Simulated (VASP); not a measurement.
Write the native input for VASP 6.6.1 that does the following.

```yaml
Task: single point
Functional: PBE
Potentials_or_basis: VASP PAW PBE potentials, release 64 (Sn_d, O)
Cutoff: 520 eV
k_mesh: 4 × 4 × 6
Occupations: gaussian, width 0.1 eV
Spin: no spin polarisation
Dipole_correction: no
Further_INCAR_settings: ALGO = Normal; EDIFF = 1e-07; NBANDS = 35
```

The structure of SnO2 lies in POSCAR:

```
SnO2
1.0
    4.7648180450      0.0000000000      0.0000000000
    0.0000000000      4.7648180450      0.0000000000
    0.0000000000      0.0000000000      3.2074997700
Sn O
2 4
Direct
    0.5000000000      0.5000000000      0.5000000000
    0.0000000000      0.0000000000      0.0000000000
    0.1940277000      0.8059723000      0.5000000000
    0.8059723000      0.1940277000      0.5000000000
    0.3059723000      0.3059723000      0.0000000000
    0.6940277000      0.6940277000      0.0000000000
```

The input as run:

INCAR

```
  PREC = Accurate
  ENCUT = 520
  EDIFF = 1E-7
  ISMEAR = 0
  SIGMA = 0.1
  LREAL = False
  LASPH = True
  NELM = 60
  ALGO = Normal
  ISIF = 2
  LWAVE = False
  LCHARG = False
  GGA = PE
  NBANDS = 35
```

KPOINTS

```
regular mesh
0
Gamma
  4 4 6
```

Potentials or basis: VASP PAW PBE potentials, release 64 (Sn_d, O).

Run with:

```console
$ cat potpaw_PBE.64/Sn_d/POTCAR potpaw_PBE.64/O/POTCAR > POTCAR
$ mpirun -np 1 vasp_std > vasp.out
```

Results of the run:

```yaml
Pressure: 7.4 GPa
Largest_force: 0.041 eV/Å
Band_gap_on_the_k_mesh: 1.04 eV
```

Caveat: the cell stands under pressure; spin-orbit coupling is left out, which moves the levels of the heavy elements.

Wall time 85 s on 1 thread of AMD EPYC 7R13 (shared host), peak memory 0.17 GiB.
